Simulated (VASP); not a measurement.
Crystal: TiSi2.

```
Ti Si
1.0
    -1.45297    1.68899    4.15516
     1.45297   -1.68899    4.15516
     1.45297    1.68899   -4.15516
Ti Si
1 2
Cartesian
  0.0000 0.0000 0.0000
  0.0000 0.0000 5.5686
  0.0000 0.0000 2.7418
```

Program: VASP 6.6.1. Alike in all runs: task single point; no spin polarisation; cell as given; k mesh 12 × 12 × 12; cutoff (eV) 520; smearing fermi-dirac 0.05 eV.

**Question.** Order these runs on this cell by their pressure, lowest first.
A. level PBE; potentials or basis VASP PAW PBE potentials, release 64 (Ti_sv, Si)
B. level LDA; potentials or basis VASP PAW LDA potentials, release 64 (Ti_sv, Si)
C. level PBEsol; potentials or basis VASP PAW PBE potentials, release 64 (Ti_sv, Si)

**Answer.** B (-0.8 GPa), C (2.4 GPa), A (6.4 GPa).

Caveats: the PAW data sets were made with another functional, which shifts forces and pressure a little (some runs).
